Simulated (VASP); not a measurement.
Here is a VASP 6.6.1 calculation.

Contents of INCAR:

```
SYSTEM = CdTe
PREC = Accurate
ENCUT = 520
EDIFF = 1E-6
ISMEAR = 0
SIGMA = 0.05
LREAL = .FALSE.
LASPH = .TRUE.
NELM = 80
ALGO = Normal
ISIF = 2
LWAVE = .FALSE.
LCHARG = .TRUE.
LELF = .TRUE.
LVHAR = .TRUE.
NBANDS = 16
```

KPOINTS

```
regular mesh
0
G
  8 8 8
  0 0 0
```

Contents of POSCAR:

```
CdTe
1.0
    0.0000000000      3.2887403072      3.0347331432
    3.0347331432      0.0000000000      3.0347331432
    3.0347331432      3.2887403072      0.0000000000
Cd Te
1 1
Direct
    0.0000000000      0.0000000000      0.0000000000
    0.7500000000      0.7500000000      0.7500000000
```

Potentials or basis: VASP PAW LDA potentials, release 64 (Cd, Te).

Command:

```bash
$ cat potpaw_LDA.64/Cd/POTCAR potpaw_LDA.64/Te/POTCAR > POTCAR
$ mpirun -np 1 vasp_std > vasp.out
```

Problem. Estimate the pressure.

Solution. 4.9 GPa.

Problem. What does it give for the band gap on the k mesh?

Solution. 0.78 eV, direct.

Stress tensor (GPa, compression positive):
```
5.36 0.00 0.00
0.00 3.93 0.00
0.00 0.00 5.36
```

Caveat: spin-orbit coupling is left out, which moves the levels of the heavy elements.
